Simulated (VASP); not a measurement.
Wanted: the native input for a VASP 6.6.1 run.

| Property | Result |
| --- | --- |
| Task | single point |
| Functional | LDA |
| Potentials or basis | VASP PAW LDA potentials, release 64 (Al, Cu) |
| Cutoff | 520 eV |
| k mesh | 12 × 12 × 12 |
| Occupations | gaussian, width 0.15 eV |
| Spin | no spin polarisation |
| Dipole correction | no |
| Further INCAR settings | ALGO = Fast; EDIFF = 1e-06; NBANDS = 18 |

The structure of Al3Cu lies in POSCAR:

```
Al3Cu
1.0
    3.5954372822      0.0000000000      0.0000000000
    0.0000000000      3.5954372822      0.0000000000
    0.0000000000      0.0000000000      4.3130865637
Al Cu
3 1
Direct
    0.0000000000      0.5000000000      0.5000000000
    0.5000000000      0.0000000000      0.5000000000
    0.5000000000      0.5000000000      0.0000000000
    0.0000000000      0.0000000000      0.0000000000
```

This cell differs from its parent crystal: volume 13.939 Å^3 an atom, c/a of the conventional cell 1.1996.

The input as run:

INCAR

```
SYSTEM = Al3Cu
ALGO = Fast
EDIFF = 1E-6
ENCUT = 520
ISIF = 2
ISMEAR = 0
LASPH = .True.
LCHARG = .False.
LREAL = .False.
LWAVE = .False.
NBANDS = 18
NELM = 100
PREC = Accurate
SIGMA = 0.15
```

KPOINTS

```
k-points
0
Gamma
  12 12 12
  0 0 0
```

Potentials or basis: VASP PAW LDA potentials, release 64 (Al, Cu).

Launch:

```bash
$ cat potpaw_LDA.64/Al/POTCAR potpaw_LDA.64/Cu/POTCAR > POTCAR
$ mpirun -np 1 vasp_std > vasp.out
```

Results of the run:

The pressure is 5.8 GPa and the band gap on the k mesh is zero (band 10 reaches 11.09 eV, above the bottom of band 11 at 6.82 eV).

It took 78 s on 1 thread of Intel(R) Xeon(R) 6975P-C (Granite Rapids) (shared host), peak memory 0.28 GiB.
